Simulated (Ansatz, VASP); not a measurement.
# H6C2O in VASP and in Ansatz

```
C O H
1.0
     7.29363    0.00000    0.00000
     0.00000    7.29363    0.00000
     0.00000    0.00000    7.29363
C O H
8 4 24
Direct
  0.76691 0.33178 0.86134
  0.57550 0.40110 0.82266
  0.01688 0.08745 0.52657
  0.84041 0.05141 0.42261
  0.72310 0.86327 0.82896
  0.90816 0.78956 0.88615
  0.25768 0.49586 0.31705
  0.11327 0.47539 0.16969
  0.45192 0.25015 0.84355
  0.81706 0.85705 0.41072
  0.01334 0.93608 0.96392
  0.93790 0.47221 0.25633
  0.32890 0.29326 0.81724
  0.54014 0.51315 0.91819
  0.56868 0.45730 0.68241
  0.86865 0.44105 0.84710
  0.77573 0.27212 0.99900
  0.80287 0.22382 0.76483
  0.70301 0.83311 0.34659
  0.72264 0.11515 0.49409
  0.84760 0.11252 0.28501
  0.04026 0.23506 0.53947
  0.01290 0.03009 0.66512
  0.13312 0.02470 0.45518
  0.13172 0.88727 0.00101
  0.88748 0.68107 0.98869
  0.98043 0.72842 0.76767
  0.63947 0.75556 0.76687
  0.65097 0.92396 0.94549
  0.74046 0.96922 0.72577
  0.84583 0.45963 0.16113
  0.12291 0.59174 0.07383
  0.13553 0.34918 0.08944
  0.39472 0.50127 0.25594
  0.23352 0.62206 0.39512
  0.25169 0.37893 0.41089
```

Alike in both runs: functional PBE; dispersion D3(BJ); k mesh 1 × 1 × 1; occupations fermi-dirac, width 0.05 eV; no spin polarisation.

Ansatz relaxed the structure, and its values are those at the end. VASP's run is a single point on that final structure, the one shown.

|  | VASP | Ansatz |
| --- | --- | --- |
| version | VASP 6.6.1 | Ansatz 0.2.0 |
| potentials or method | VASP PAW PBE potentials, release 64 (C_h, O_h, H_h), cutoff 1000 eV | scalar-relativistic, plane waves, PAW |
| valence electrons in the cell | 80 | 80 |

|  | VASP | Ansatz | Ansatz less VASP |
| --- | --- | --- | --- |
| rms of the force components (eV/Å) | 0.071 | 0.068 | -0.0025 |
